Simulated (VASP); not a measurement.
Write the native input for VASP 6.6.1 that does the following.

```
Task                    : single point
Functional              : PBE
Potentials or basis     : VASP PAW PBE potentials, release 64 (In_d, Sb)
Cutoff                  : 520 eV
k mesh                  : 8 × 7 × 13
Occupations             : fermi-dirac, width 0.03 eV
Spin                    : no spin polarisation
Dipole correction       : no
k mesh for the DOS      : 12 × 11 × 20
Occupations for the DOS : tetrahedron
Further INCAR settings  : ALGO = Normal; EDIFF = 1e-06; NBANDS = 26
```

Crystal: InSb.

```
CELL_PARAMETERS angstrom
5.35700 0.00000 0.00000
0.00000 5.71200 0.00000
0.00000 0.00000 3.06300
ATOMIC_POSITIONS crystal
In 0.00000 0.00000 0.00000
In 0.50000 0.50000 0.00000
Sb 0.50000 0.00000 0.83500
Sb 0.00000 0.50000 0.16500
```

These files were run (other wordings do the same):

POSCAR

```
InSb
1.0
    5.3570000000      0.0000000000      0.0000000000
    0.0000000000      5.7120000000      0.0000000000
    0.0000000000      0.0000000000      3.0630000000
In Sb
2 2
Direct
    0.0000000000      0.0000000000      0.0000000000
    0.5000000000      0.5000000000      0.0000000000
    0.5000000000      0.0000000000      0.8350000000
    0.0000000000      0.5000000000      0.1650000000
```

INCAR.step1

```
PREC = Accurate ; ENCUT = 520
EDIFF = 1E-6 ; ISMEAR = -1
SIGMA = 0.03 ; LREAL = False
LASPH = True ; NELM = 80
ALGO = Normal ; ISIF = 2
LWAVE = False ; LCHARG = True
GGA = PE ; NBANDS = 26
```

KPOINTS.step1

```
Automatic mesh
0
Gamma
  8 7 13
```

INCAR.step2

```
PREC = Accurate ; ENCUT = 520
EDIFF = 1E-6 ; ISMEAR = -5
SIGMA = 0.03 ; LREAL = False
LASPH = True ; NELM = 80
ALGO = Normal ; ISIF = 2
LWAVE = False ; LCHARG = False
GGA = PE ; LORBIT = 11
NBANDS = 26 ; NEDOS = 2001
ICHARG = 11
```

KPOINTS.step2

```
Automatic mesh
0
Gamma
  12 11 20
```

Potentials or basis: VASP PAW PBE potentials, release 64 (In_d, Sb).

Launch:

```sh
$ cat potpaw_PBE.64/In_d/POTCAR potpaw_PBE.64/Sb/POTCAR > POTCAR
$ cp INCAR.step1 INCAR
$ cp KPOINTS.step1 KPOINTS
$ mpirun -np 1 vasp_std > vasp.out
$ cp INCAR.step2 INCAR
$ cp KPOINTS.step2 KPOINTS
$ mpirun -np 1 vasp_std > vasp.out
```

Results of the run:

The valence electrons inside the program's atomic spheres are In 11.55; Sb 2.52.

Wall time 5.2 min on 1 thread of Intel(R) Xeon(R) 6975P-C (Granite Rapids), with other jobs on the host, peak memory 0.95 GiB.
